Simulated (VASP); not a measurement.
Wanted: the native input for a VASP 6.6.1 run.

* Task: single point
* Functional: PBEsol
* Potentials or basis: VASP PAW PBE potentials, release 64 (Zn)
* Cutoff: 520 eV
* k mesh: 20 × 20 × 11
* Occupations: fermi-dirac, width 0.08 eV
* Spin: no spin polarisation
* Dipole correction: no
* Further INCAR settings: ALGO = Normal; EDIFF = 1e-07; NBANDS = 19

The structure of Zn lies in POSCAR:

```
Zn
1.0
    2.1662271730      0.0000000000      0.0000000000
   -1.0831135865      1.8760077622      0.0000000000
    0.0000000000      0.0000000000      3.4695026486
Zn
2
Direct
    0.3333333333      0.6666666667      0.2500000000
    0.6666666667      0.3333333333      0.7500000000
```

These files were run (other wordings do the same):

INCAR

```
SYSTEM = Zn
PREC = Accurate
ENCUT = 520
EDIFF = 1E-7
ISMEAR = -1
SIGMA = 0.08
LREAL = .FALSE.
LASPH = .TRUE.
NELM = 100
ALGO = Normal
ISIF = 2
LWAVE = .FALSE.
LCHARG = .FALSE.
GGA = PS
NBANDS = 19
```

KPOINTS

```
regular mesh
0
G
  20 20 11
  0 0 0
```

Potentials or basis: VASP PAW PBE potentials, release 64 (Zn).

The run is started by

```console
$ cat potpaw_PBE.64/Zn/POTCAR > POTCAR
$ mpirun -np 1 vasp_std > vasp.out
```

Results of the run:

The pressure is 358.8 GPa and the band gap on the k mesh is zero (band 12 reaches 14.07 eV, above the bottom of band 13 at 11.91 eV).

Caveat: the PAW data sets were made with another functional, which shifts forces and pressure a little.

It took 43 s on 1 thread of Intel(R) Xeon(R) Platinum 8259CL CPU @ 2.50GHz (Skylake/Cascade Lake), with other jobs on the host, peak memory 0.17 GiB.
